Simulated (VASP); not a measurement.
# Cr (Im-3m) in VASP: further runs

Runs on Cr. Level: PBEsol. Tasks: single point.

Program: VASP 6.6.1. These are calculated values, not measurements. Logs are shortened: lines on timing, memory, paths and dates and some standing lists are left out, and cuts for length are marked.

## (1) The cell of the first run

It takes space group Im-3m (No. 229, cubic). The conventional cell has a = 2.908 Å, b = 2.908 Å, c = 2.908 Å, α = 90.00°, β = 90.00°, γ = 90.00°. Cr (site symmetry m-3m) has 14 Cr at 2.52 to 2.91 Å within 3.3 Å.

## (2) Single point, PBEsol, collinear spin, antiferromagnetic start

INCAR

```
SYSTEM = Cr
  PREC = Accurate
  ENCUT = 520
  EDIFF = 1E-6
  ISMEAR = -1
  SIGMA = 0.1
  LREAL = .False.
  LASPH = .True.
  NELM = 150
  ALGO = Normal
  ISIF = 2
  LWAVE = .False.
  LCHARG = .False.
  ISPIN = 2
  MAGMOM = 3.9 -3.9
  LORBIT = 11
  LMAXMIX = 4
  GGA = PS
  NBANDS = 23
```

KPOINTS

```
Automatic mesh
0
Gamma
  10 10 10
  0 0 0
```

POSCAR

```
Cr
1.0
    2.9082922186      0.0000000000      0.0000000000
    0.0000000000      2.9082922186      0.0000000000
    0.0000000000      0.0000000000      2.9082922186
Cr
2
Direct
    0.0000000000      0.0000000000      0.0000000000
    0.5000000000      0.5000000000      0.5000000000
```

Potentials or basis: VASP PAW PBE potentials, release 64 (Cr_pv).

On the command line:

```
cat potpaw_PBE.64/Cr_pv/POTCAR > POTCAR
mpirun -np 1 vasp_std > vasp.out
```

OUTCAR:

```text
SYSTEM = Cr
   PREC = Accurate
   ENCUT = 520
   EDIFF = 1E-6
   ISMEAR = -1
   LREAL = .False.
   LASPH = .True.
   NELM = 150
   ISIF = 2
   ISPIN = 2
   LORBIT = 11
   GGA = PS

 ion  position               nearest neighbor table
   1  0.000  0.000  0.000-   2 2.52   2 2.52   2 2.52   2 2.52   2 2.52   2 2.52   2 2.52   2 2.52

   2  0.500  0.500  0.500-   1 2.52   1 2.52   1 2.52   1 2.52   1 2.52   1 2.52   1 2.52   1 2.52

  LATTYP: Found a simple cubic cell.
 ALAT       =     2.9082922186

  Lattice vectors:

 A1 = (   2.9082922186,   0.0000000000,   0.0000000000)
 A2 = (   0.0000000000,   2.9082922186,   0.0000000000)
 A3 = (   0.0000000000,   0.0000000000,   2.9082922186)

Analysis of symmetry for initial positions (statically):
=====================================================================
 Subroutine PRICEL returns following result:

  LATTYP: Found a body centered cubic cell.
 ALAT       =     2.9082922186
[... 12 lines left out ...]
 Subroutine GETGRP returns: Found 48 space group operations
 (whereof 48 operations were pure point group operations)
 out of a pool of 48 trial point group operations.

The static configuration has the point symmetry O_h .

Analysis of symmetry for dynamics (positions and initial velocities):
=====================================================================
 Subroutine PRICEL returns following result:

  LATTYP: Found a body centered cubic cell.
 ALAT       =     2.9082922186
[... 12 lines left out ...]
 Subroutine GETGRP returns: Found 48 space group operations
 (whereof 48 operations were pure point group operations)
 out of a pool of 48 trial point group operations.

The dynamic configuration has the point symmetry O_h .

Analysis of structural, dynamic, and magnetic symmetry:
=====================================================================
 Subroutine PRICEL returns following result:

  LATTYP: Found a body centered cubic cell.
 ALAT       =     2.9082922186
[... 12 lines left out ...]
 Subroutine GETGRP returns: Found 48 space group operations
 (whereof 48 operations were pure point group operations)
 out of a pool of 48 trial point group operations.

The overall configuration has the point symmetry O_h .

 Subroutine INISYM returns: Found 48 space group operations
 (whereof 48 operations are pure point group operations),
 and found     2 'primitive' translations

----------------------------------------------------------------------------------------

                                     Primitive cell

  volume of cell :      12.2994

  direct lattice vectors                    reciprocal lattice vectors
     1.454146109  1.454146109 -1.454146109     0.343844402  0.343844402  0.000000000
    -1.454146109  1.454146109  1.454146109    -0.000000000  0.343844402  0.343844402
[... 109 lines left out ...]
   LHFCALC =     F    Hartree Fock is set to
   AEXX    =    0.0000 exact exchange contribution
   IVDW    =     0    specifies the selected vdW correction
   LEPSILON=     F    determine dielectric tensor
   LRPA    =     F    only Hartree local field effects (RPA)
 spin polarized calculation
  energy-cutoff  :      520.00
  volume of cell :       24.60
 maximum number of plane-waves:       691
 NGX is ok and might be reduce to    24
   NGX = 11   NGY = 11   NGZ = 11

 number of electron      23.9999999 magnetization       0.0000000

 number of electron      23.9999999 magnetization      -0.0000000

 Free energy of the ion-electron system (eV)
  ---------------------------------------------------
  ext. energy  EPLUGINS =         0.00000000
  ---------------------------------------------------
  free energy    TOTEN  =       -20.36731583 eV

  energy without entropy =      -20.33929815  energy(sigma->0) =      -20.35330699

 E-fermi :   9.9352     XC(G=0): -13.4465

 val. band max:        9.9316805647   @ k =   0.5000   0.4000   0.1000
 cond. band min:       9.9357756877   @ k =   0.4000   0.0000   0.0000
 fundamental gap:      0.0040951230
 Fermi energy:         9.9351569880

 spin component 1

 k-point     1 :       0.0000    0.0000    0.0000
  band No.  band energies     occupation
      1     -33.4993      1.00000
      2     -33.4993      1.00000
      3     -33.4993      1.00000
      4     -32.1454      1.00000
      5     -32.1454      1.00000
      6     -32.1454      1.00000
[... 613 lines left out ...]
     22      22.4049      0.00000
     23      27.6382      0.00000

 [... further k-points ...]

 spin component 2

 k-point     1 :       0.0000    0.0000    0.0000
  band No.  band energies     occupation
      1     -33.4993      1.00000
      2     -33.4993      1.00000
      3     -33.4993      1.00000
      4     -32.1454      1.00000
      5     -32.1454      1.00000
      6     -32.1454      1.00000
[... 613 lines left out ...]
     22      22.4049      0.00000
     23      27.6382      0.00000

 [... further k-points ...]

------------------------ aborting loop because EDIFF is reached ----------------------------------------

  FORCE on cell =-STRESS in cart. coord.  units (eV):
  Direction    XX          YY          ZZ          XY          YZ          ZX
  --------------------------------------------------------------------------------------
  -------------------------------------------------------------------------------------
  Total       -2.5630351     -2.5630351     -2.5630351     -0.0000000      0.0000000      0.0000000
  in kB     -166.9363856   -166.9363856   -166.9363856     -0.0000000      0.0000000      0.0000000
  external PRESSURE =    -166.9363856 kB  Pullay stress =       0.0000000 kB

 VOLUME and BASIS-vectors are now :
 -----------------------------------------------------------------------------
  energy-cutoff  :      520.00
  volume of cell :       24.60
      direct lattice vectors                 reciprocal lattice vectors
     2.908292219  0.000000000  0.000000000     0.343844402  0.000000000  0.000000000
     0.000000000  2.908292219  0.000000000     0.000000000  0.343844402  0.000000000
     0.000000000  0.000000000  2.908292219     0.000000000  0.000000000  0.343844402

 POSITION                                       TOTAL-FORCE (eV/Angst)
 -----------------------------------------------------------------------------------
      0.00000      0.00000      0.00000         0.000000     -0.000000      0.000000
      1.45415      1.45415      1.45415        -0.000000      0.000000     -0.000000
 -----------------------------------------------------------------------------------
    total drift:                                0.000000      0.000000     -0.000000

  FREE ENERGIE OF THE ION-ELECTRON SYSTEM (eV)
  ---------------------------------------------------
  free  energy   TOTEN  =       -20.3673158263 eV

  energy  without entropy=      -20.3392981539  energy(sigma->0) =      -20.35330699

 total charge

# of ion       s       p       d       tot
------------------------------------------
    1        0.409   6.368   4.152  10.929
    2        0.409   6.368   4.152  10.929
--------------------------------------------------
tot          0.818  12.735   8.304  21.858

 magnetization (x)

# of ion       s       p       d       tot
------------------------------------------
    1        0.013   0.009   1.232   1.253
    2       -0.013  -0.009  -1.232  -1.253
--------------------------------------------------
tot          0.000   0.000   0.000   0.000
```

OSZICAR:

```text
N       E                     dE             d eps       ncg     rms          rms(c)
DAV:   1     0.241601535934E+03    0.24160E+03   -0.13174E+04  5168   0.127E+03
DAV:   2    -0.140992650657E+02   -0.25570E+03   -0.24648E+03  5236   0.377E+02
DAV:   3    -0.219933815542E+02   -0.78941E+01   -0.78494E+01  6265   0.788E+01
DAV:   4    -0.220625878839E+02   -0.69206E-01   -0.69145E-01  5909   0.735E+00
DAV:   5    -0.220636063637E+02   -0.10185E-02   -0.10174E-02  5733   0.854E-01    0.237E+01
DAV:   6    -0.200719978943E+02    0.19916E+01   -0.86222E+00  5579   0.350E+01    0.954E+00
DAV:   7    -0.203648698778E+02   -0.29287E+00   -0.96857E-01  5397   0.830E+00    0.531E+00
DAV:   8    -0.203765689860E+02   -0.11699E-01   -0.25367E-02  5805   0.177E+00    0.108E+00
DAV:   9    -0.203672469406E+02    0.93220E-02   -0.15084E-02  5978   0.108E+00    0.478E-01
DAV:  10    -0.203671720432E+02    0.74897E-04   -0.67281E-03  5530   0.425E-01    0.143E-01
DAV:  11    -0.203672670755E+02   -0.95032E-04   -0.38476E-04  5887   0.110E-01    0.733E-02
DAV:  12    -0.203673062164E+02   -0.39141E-04   -0.76475E-04  6127   0.134E-01    0.194E-02
DAV:  13    -0.203673111319E+02   -0.49154E-05   -0.35777E-05  5467   0.313E-02    0.101E-02
DAV:  14    -0.203673132275E+02   -0.20956E-05   -0.71836E-06  4502   0.100E-02    0.813E-03
DAV:  15    -0.203673155166E+02   -0.22891E-05   -0.21224E-05  5545   0.225E-02    0.211E-03
DAV:  16    -0.203673158263E+02   -0.30972E-06   -0.20315E-06  2876   0.732E-03
   1 F= -.20367316E+02 E0= -.20353307E+02  d E =-.280177E-01  mag=     0.0000
```

Run time: 58 s. Hardware: 1 thread of Intel Xeon 8259CL, shared host; peak memory 0.17 GiB.

What came out:

```
Free energy                                           : -20.3673 eV
Pressure                                              : -16.7 GPa
Band gap on the k mesh                                : zero (filled and empty bands overlap)
Net moment                                            : 0.00 μB per cell
Site moments                                          : Cr +1.25, -1.25 μB
Valence electrons inside the program's atomic spheres : Cr 10.93
```

Levels at points of the mesh, in eV from the Fermi level:
Spin up:
```tsv
k point	band 8	band 9	band 10	band 11	band 12	band 13	band 14	band 15	band 16	band 17
(0.00, 0.00, 0.00)	-3.92	-3.92	-0.82	-0.82	-0.82	1.20	1.20	2.54	2.54	2.54
(0.50, 0.00, 0.00)	-3.67	-1.98	-1.11	-0.79	-0.79	0.16	0.31	0.31	1.41	1.96
(0.50, 0.50, 0.00)	-4.03	-2.20	-2.20	0.94	1.00	1.00	1.02	1.35	2.01	2.85
(0.50, 0.50, 0.50)	-2.47	-2.47	-1.71	-1.71	-1.71	1.00	1.00	2.07	2.07	6.38
```
Spin down:
| k point | band 8 | band 9 | band 10 | band 11 | band 12 | band 13 | band 14 | band 15 | band 16 | band 17 |
| --- | --- | --- | --- | --- | --- | --- | --- | --- | --- | --- |
| (0.00, 0.00, 0.00) | -3.92 | -3.92 | -0.82 | -0.82 | -0.82 | 1.20 | 1.20 | 2.54 | 2.54 | 2.54 |
| (0.50, 0.00, 0.00) | -3.67 | -1.98 | -1.11 | -0.79 | -0.79 | 0.16 | 0.31 | 0.31 | 1.41 | 1.96 |
| (0.50, 0.50, 0.00) | -4.03 | -2.20 | -2.20 | 0.94 | 1.00 | 1.00 | 1.02 | 1.35 | 2.01 | 2.85 |
| (0.50, 0.50, 0.50) | -2.47 | -2.47 | -1.71 | -1.71 | -1.71 | 1.00 | 1.00 | 2.07 | 2.07 | 6.38 |

Caveat: the cell stands under tension; an empty level that is flat over the whole mesh can mark a ghost state of the potentials, or a narrow d or f band; the PAW data sets were made with another functional, which shifts forces and pressure a little.

## (3) Single point, PBEsol, collinear spin, antiferromagnetic start

This run uses another cell than the first one, of 12.56 Å³/atom.

INCAR

```
SYSTEM = Cr
PREC = Accurate
ENCUT = 520
EDIFF = 1E-7
ISMEAR = -1
SIGMA = 0.1
LREAL = .False.
LASPH = .True.
NELM = 150
ALGO = Normal
ISIF = 2
LWAVE = .False.
LCHARG = .False.
ISPIN = 2
MAGMOM = 3.9 -3.9
LORBIT = 11
LMAXMIX = 4
GGA = PS
NBANDS = 23
```

KPOINTS is that of step 2.

POSCAR

```
Cr
1.0
    2.9287738245      0.0000000000      0.0000000000
    0.0000000000      2.9287738245      0.0000000000
    0.0000000000      0.0000000000      2.9287738245
Cr
2
Direct
    0.0000000000      0.0000000000      0.0000000000
    0.5000000000      0.5000000000      0.5000000000
```

Potentials or basis: VASP PAW PBE potentials, release 64 (Cr_pv).

On the command line:

```
cat potpaw_PBE.64/Cr_pv/POTCAR > POTCAR
mpirun -np 1 vasp_std > vasp.out
```

Wall time 63 s (1 thread of Intel Xeon 8259CL, shared host); peak memory 0.18 GiB.

The run converged. Its results:

```yaml
Free_energy: -20.3092 eV
Pressure: -18.9 GPa
Band_gap_on_the_k_mesh: zero (filled and empty bands overlap)
Net_moment: 0.00 μB per cell
Site_moments: Cr +1.41, -1.41 μB
Valence_electrons_inside_the_program's_atomic_spheres: Cr 10.89
```

Levels at points of the mesh, in eV from the Fermi level:
Spin up:
```tsv
k point	band 9	band 10	band 11	band 12	band 13	band 14	band 15	band 16
(0.00, 0.00, 0.00)	-3.81	-0.81	-0.81	-0.81	1.21	1.21	2.53	2.53
(0.50, 0.00, 0.00)	-1.97	-0.98	-0.83	-0.83	0.09	0.41	0.41	1.49
(0.50, 0.50, 0.00)	-2.14	-2.14	0.86	0.95	0.95	0.99	1.37	2.06
(0.50, 0.50, 0.50)	-2.46	-1.61	-1.61	-1.61	0.91	0.91	2.12	2.12
```
Spin down:
| k point | band 8 | band 9 | band 10 | band 11 | band 12 | band 13 | band 14 | band 15 | band 16 | band 17 |
| --- | --- | --- | --- | --- | --- | --- | --- | --- | --- | --- |
| (0.00, 0.00, 0.00) | -3.81 | -3.81 | -0.81 | -0.81 | -0.81 | 1.21 | 1.21 | 2.53 | 2.53 | 2.53 |
| (0.50, 0.00, 0.00) | -3.61 | -1.97 | -0.98 | -0.83 | -0.83 | 0.09 | 0.41 | 0.41 | 1.49 | 1.84 |
| (0.50, 0.50, 0.00) | -3.93 | -2.14 | -2.14 | 0.86 | 0.95 | 0.95 | 0.99 | 1.37 | 2.06 | 2.81 |
| (0.50, 0.50, 0.50) | -2.46 | -2.46 | -1.61 | -1.61 | -1.61 | 0.91 | 0.91 | 2.12 | 2.12 | 6.30 |

Caveat: the cell stands under tension; an empty level that is flat over the whole mesh can mark a ghost state of the potentials, or a narrow d or f band; the PAW data sets were made with another functional, which shifts forces and pressure a little.

## (4) Single point, PBEsol, collinear spin, antiferromagnetic start

This run uses another cell than the first one, of 12.82 Å³/atom.

INCAR

```
PREC = Accurate
ENCUT = 520
EDIFF = 1E-7
ISMEAR = -1
SIGMA = 0.1
LREAL = F
LASPH = T
NELM = 150
ALGO = Normal
ISIF = 2
LWAVE = F
LCHARG = F
ISPIN = 2
MAGMOM = 3.9 -3.9
LORBIT = 11
LMAXMIX = 4
GGA = PS
NBANDS = 23
```

KPOINTS

```
regular mesh
0
Gamma
  10 10 10
```

POSCAR

```
Cr
1.0
    2.9489729030      0.0000000000      0.0000000000
    0.0000000000      2.9489729030      0.0000000000
    0.0000000000      0.0000000000      2.9489729030
Cr
2
Direct
    0.0000000000      0.0000000000      0.0000000000
    0.5000000000      0.5000000000      0.5000000000
```

Potentials or basis: VASP PAW PBE potentials, release 64 (Cr_pv).

On the command line:

```
cat potpaw_PBE.64/Cr_pv/POTCAR > POTCAR
mpirun -np 1 vasp_std > vasp.out
```

OUTCAR:

```text
PREC = Accurate
   ENCUT = 520
   EDIFF = 1E-7
   ISMEAR = -1
   LREAL = F
   LASPH = T
   NELM = 150
   ISIF = 2
   ISPIN = 2
   LORBIT = 11
   GGA = PS

 ion  position               nearest neighbor table
   1  0.000  0.000  0.000-   2 2.55   2 2.55   2 2.55   2 2.55   2 2.55   2 2.55   2 2.55   2 2.55

   2  0.500  0.500  0.500-   1 2.55   1 2.55   1 2.55   1 2.55   1 2.55   1 2.55   1 2.55   1 2.55

  LATTYP: Found a simple cubic cell.
 ALAT       =     2.9489729030

  Lattice vectors:

 A1 = (   2.9489729030,   0.0000000000,   0.0000000000)
 A2 = (   0.0000000000,   2.9489729030,   0.0000000000)
 A3 = (   0.0000000000,   0.0000000000,   2.9489729030)

Analysis of symmetry for initial positions (statically):
=====================================================================
 Subroutine PRICEL returns following result:

  LATTYP: Found a body centered cubic cell.
 ALAT       =     2.9489729030
[... 12 lines left out ...]
 Subroutine GETGRP returns: Found 48 space group operations
[... 841 lines left out ...]
      4     -32.5042      1.00000
      5     -32.5042      1.00000
      6     -32.5042      1.00000
[... 613 lines left out ...]
     22      21.4121      0.00000
     23      26.6400      0.00000

 [... further k-points ...]

------------------------ aborting loop because EDIFF is reached ----------------------------------------

  FORCE on cell =-STRESS in cart. coord.  units (eV):
  Direction    XX          YY          ZZ          XY          YZ          ZX
  --------------------------------------------------------------------------------------
  -------------------------------------------------------------------------------------
  Total       -3.3049294     -3.3049294     -3.3049294     -0.0000000     -0.0000000      0.0000000
  in kB     -206.4716485   -206.4716485   -206.4716485     -0.0000000     -0.0000000      0.0000000
  external PRESSURE =    -206.4716485 kB  Pullay stress =       0.0000000 kB

 VOLUME and BASIS-vectors are now :
 -----------------------------------------------------------------------------
  energy-cutoff  :      520.00
  volume of cell :       25.65
      direct lattice vectors                 reciprocal lattice vectors
     2.948972903  0.000000000  0.000000000     0.339101115  0.000000000  0.000000000
     0.000000000  2.948972903  0.000000000     0.000000000  0.339101115  0.000000000
     0.000000000  0.000000000  2.948972903     0.000000000  0.000000000  0.339101115

 POSITION                                       TOTAL-FORCE (eV/Angst)
 -----------------------------------------------------------------------------------
      0.00000      0.00000      0.00000        -0.000000     -0.000000     -0.000000
      1.47449      1.47449      1.47449         0.000000      0.000000      0.000000
 -----------------------------------------------------------------------------------
    total drift:                                0.000000      0.000000     -0.000000

  FREE ENERGIE OF THE ION-ELECTRON SYSTEM (eV)
  ---------------------------------------------------
  free  energy   TOTEN  =       -20.2447486716 eV

  energy  without entropy=      -20.2218459300  energy(sigma->0) =      -20.23329730

 total charge

# of ion       s       p       d       tot
------------------------------------------
    1        0.395   6.343   4.115  10.854
    2        0.395   6.343   4.115  10.854
--------------------------------------------------
tot          0.791  12.686   8.230  21.708

 magnetization (x)

# of ion       s       p       d       tot
------------------------------------------
    1        0.016   0.012   1.526   1.553
    2       -0.016  -0.012  -1.526  -1.553
--------------------------------------------------
tot          0.000   0.000   0.000   0.000
```

Run time: 62 s. Hardware: 1 thread of Intel Xeon 8259CL, shared host; peak memory 0.18 GiB.

What came out:

| Property | Result |
| --- | --- |
| Free energy | -20.2447 eV |
| Pressure | -20.6 GPa |
| Band gap on the k mesh | zero (filled and empty bands overlap) |
| Net moment | 0.00 μB per cell |
| Site moments | Cr +1.55, -1.55 μB |
| Valence electrons inside the program's atomic spheres | Cr 10.85 |

Levels at points of the mesh, in eV from the Fermi level:
Spin up:
```tsv
k point	band 10	band 11	band 12	band 13	band 14	band 15
(0.00, 0.00, 0.00)	-0.81	-0.81	-0.81	1.21	1.21	2.52
(0.50, 0.00, 0.00)	-0.88	-0.88	-0.86	0.01	0.49	0.49
(0.50, 0.50, 0.00)	-2.09	0.77	0.90	0.90	0.95	1.38
(0.50, 0.50, 0.50)	-1.52	-1.52	-1.52	0.81	0.81	2.16
```
Spin down:
```csv
k point,band 10,band 11,band 12,band 13,band 14,band 15
"(0.00, 0.00, 0.00)",-0.81,-0.81,-0.81,1.21,1.21,2.52
"(0.50, 0.00, 0.00)",-0.88,-0.88,-0.86,0.01,0.49,0.49
"(0.50, 0.50, 0.00)",-2.09,0.77,0.90,0.90,0.95,1.38
"(0.50, 0.50, 0.50)",-1.52,-1.52,-1.52,0.81,0.81,2.16
```

Caveat: the cell stands under tension; an empty level that is flat over the whole mesh can mark a ghost state of the potentials, or a narrow d or f band; the PAW data sets were made with another functional, which shifts forces and pressure a little.

[end of part 1 of 2]
